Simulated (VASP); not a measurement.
Rh2Au:

```
Rh Au
1.0
     0.00000    3.54275    3.54275
     3.54275    0.00000    3.54275
     3.54275    3.54275    0.00000
Rh Au
4 2
Direct
  0.62500 0.62500 0.62500
  0.12500 0.62500 0.62500
  0.62500 0.62500 0.12500
  0.62500 0.12500 0.62500
  0.00000 0.00000 0.00000
  0.25000 0.25000 0.25000
```

```yaml
Program: VASP 6.6.1
Task: relaxation of cell and atoms
Functional: PBE
Potentials_or_basis: VASP PAW PBE potentials, release 64 (Rh_pv, Au)
Cutoff: 600 eV
k_mesh: 4 × 4 × 4
Occupations: gaussian, width 0.1 eV
Spin: no spin polarisation
```

At the start: pressure 18.0 GPa; volume 14.82 Å³/atom.

Where does the relaxation end?

Over 4 steps the energy falls by 62.8 meV/atom and the volume is 16.05 Å³/atom (+8.3 %); space group Fd-3m (No. 227, to 0.1 Å) before and after.

Step by step:
```csv
step,energy change (eV),largest force (eV/Å),pressure (GPa),volume (Å³)
1,0.0000,0.0000,17.97,88.93
2,0.7094,0.0000,-18.61,112.09
3,-0.3759,0.0000,-0.73,96.62
4,-0.3768,0.0000,-0.09,96.28
```

Final structure:
```cif
data_structure
_symmetry_space_group_name_H-M 'P 1'
_symmetry_Int_Tables_number 1
_cell_length_a 5.1446
_cell_length_b 5.1446
_cell_length_c 5.1446
_cell_angle_alpha 60.000
_cell_angle_beta 60.000
_cell_angle_gamma 60.000
_cell_volume 96.28
loop_
_atom_site_label
_atom_site_type_symbol
_atom_site_fract_x
_atom_site_fract_y
_atom_site_fract_z
_atom_site_occupancy
Rh1 Rh 0.62500 0.62500 0.62500 1
Rh2 Rh 0.12500 0.62500 0.62500 1
Rh3 Rh 0.62500 0.62500 0.12500 1
Rh4 Rh 0.62500 0.12500 0.62500 1
Au1 Au 0.00000 0.00000 0.00000 1
Au2 Au 0.25000 0.25000 0.25000 1
```

Caveat: the k points lie up to 0.37 Å⁻¹ apart in the final cell, too coarse for converged energies and pressures of a metal.
